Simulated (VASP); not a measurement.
## TiC: relaxation of cell and atoms with b88 exchange, pbe correlation

The system is TiC.

```xyz
2
Lattice="0.0000 2.1657 2.1657 2.1657 0.0000 2.1657 2.1657 2.1657 0.0000" Properties=species:S:1:pos:R:3 pbc="T T T"
Ti    0.0000    0.0000    0.0000
C     2.1657    2.1657    2.1657
```

| Property | Result |
| --- | --- |
| Program | VASP 6.6.1 |
| Task | relaxation of cell and atoms |
| Functional | b88 exchange, pbe correlation |
| Potentials or basis | VASP PAW PBE potentials, release 64 (Ti_sv, C) |
| Cutoff | 600 eV |
| k mesh | 11 × 11 × 11 |
| Occupations | fermi-dirac, width 0.05 eV |
| Spin | no spin polarisation |
| Dipole correction | no |
| Further INCAR settings | ALGO = Normal; EDIFF = 1e-07; IBRION = 2; EDIFFG = -0.01; NSW = 60; ISIF = 3 |

```json
{
 "Relaxed volume": "10.18 Å³/atom",
 "Relaxed cell": "a = 3.065 Å, b = 3.065 Å, c = 3.065 Å, α = 60.00°, β = 60.00°, γ = 60.00°",
 "Space group after relaxing (to 0.1 Å)": "Fm-3m (No. 225)",
 "Energy gained by relaxing": "0.0 meV/atom",
 "Ionic steps": "3",
 "Pressure after relaxing": "0.0 GPa",
 "Band gap on the k mesh": "zero (bands 8 and 9 overlap by 1.10 eV)"
}
```

Final structure:
```
Ti C
1.0
     0.00000    2.16697    2.16697
     2.16697    0.00000    2.16697
     2.16697    2.16697    0.00000
Ti C
1 1
Direct
  0.00000 0.00000 0.00000
  0.50000 0.50000 0.50000
```

Levels at points of the mesh, in eV from the Fermi level:
```
           k point  band 6  band 7  band 8  band 9  band 10  band 11
(0.00, 0.00, 0.00)    0.62    0.62    0.62    1.61     1.61     1.61
```

It took 53 s on 1 thread of Intel(R) Xeon(R) Platinum 8259CL CPU @ 2.50GHz (Skylake/Cascade Lake), on a shared host, peak memory 0.15 GiB.

Caveat: the PAW data sets were made with another functional, which shifts forces and pressure a little.
